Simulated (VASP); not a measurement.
**CsI: single point with r2SCAN**

The system is CsI.

```
Cs I
1.0
     4.60814    0.00000    0.00000
     0.00000    4.60814    0.00000
     0.00000    0.00000    4.56897
Cs I
1 1
Direct
  0.00000 0.00000 0.00000
  0.50000 0.50000 0.50000
```

This cell differs from its parent crystal: uniaxial z strain -0.9%.

- Program: VASP 6.6.1
- Task: single point
- Functional: r2SCAN
- Potentials or basis: VASP PAW PBE potentials, release 64 (Cs_sv, I)
- Cutoff: 520 eV
- k mesh: 6 × 6 × 6
- Occupations: gaussian, width 0.01 eV
- Spin: no spin polarisation
- Dipole correction: no
- Further INCAR settings: ALGO = Normal; EDIFF = 1e-07; NBANDS = 15

- Pressure: 0.2 GPa
- Band gap on the k mesh: 4.50 eV (least direct gap 4.59 eV)

Stress tensor (GPa, compression positive):
```
0.11 0.00 0.00
0.00 0.11 0.00
0.00 0.00 0.26
```

Levels at points of the mesh, in eV from the valence-band top:
| k point | band 6 | band 7 | band 8 | band 9 | band 10 | band 11 |
| --- | --- | --- | --- | --- | --- | --- |
| (0.00, 0.00, 0.00) | -0.13 | -0.13 | -0.09 | 4.50 | 4.60 | 4.63 |
| (0.50, 0.00, 0.00) | -1.53 | -0.27 | -0.22 | 5.63 | 7.03 | 7.22 |
| (0.50, 0.50, 0.00) | -0.88 | -0.88 | 0.00 | 4.72 | 5.52 | 6.69 |
| (0.00, 0.00, 0.50) | -1.54 | -0.26 | -0.26 | 5.65 | 7.05 | 7.27 |
| (0.50, 0.00, 0.50) | -0.90 | -0.88 | -0.04 | 4.74 | 5.46 | 6.61 |
| (0.50, 0.50, 0.50) | -1.31 | -1.29 | -1.29 | 7.64 | 7.64 | 7.69 |

Run time: 110 s on 1 thread of AMD EPYC 9R45 96-Core Processor (Zen 5), with other jobs on the host, peak memory 0.22 GiB.

Caveat: the cell differs from its parent crystal (uniaxial z strain -0.9%); the PAW data sets were made with another functional, which shifts forces and pressure a little; spin-orbit coupling is left out, which moves the levels of the heavy elements. A k mesh can miss the band edges.
